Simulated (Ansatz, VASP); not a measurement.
# Co: VASP beside Ansatz

```
Co
1.0
     2.47018    0.00000    0.00000
    -1.23509    2.13924    0.00000
     0.00000    0.00000    3.99103
Co
2
Cartesian
  0.0000 1.4262 0.9978
  1.2351 0.7131 2.9933
```

Change from the starting cell: volume scaled by 0.97, PAW files.

Alike in both runs: task electric field gradients; functional PBE; k mesh 17 × 17 × 9; occupations fermi-dirac, width 0.05 eV; collinear spin.

```csv
,VASP,Ansatz
version,VASP 6.6.1,Ansatz 0.2.0
potentials or method,"VASP PAW PBE potentials, release 64 (Co)","PAW with Ansatz's default frozen-core files, scalar-relativistic"
plane-wave cutoff (eV),520,420
valence electrons in the cell,18,34
```

```csv
,VASP,Ansatz,Ansatz less VASP
pressure (GPa),6.0,6.9,+0.88
"traceless stress, the component that is largest in VASP (GPa)",-0.20,-0.13,+0.076
net moment per atom (μB),1.59,1.60,+0.005
size of the moment on the site where the two differ most (μB),1.61,1.67,+0.064
size of Vzz on the site where it differs most (V/Å²),3.4,2.6,-0.83
```

Site moments also hang on the region over which each program counts them. VASP's potentials hold 18 valence electrons a cell and Ansatz's 34, so a difference there can come from the potentials and not from the codes.
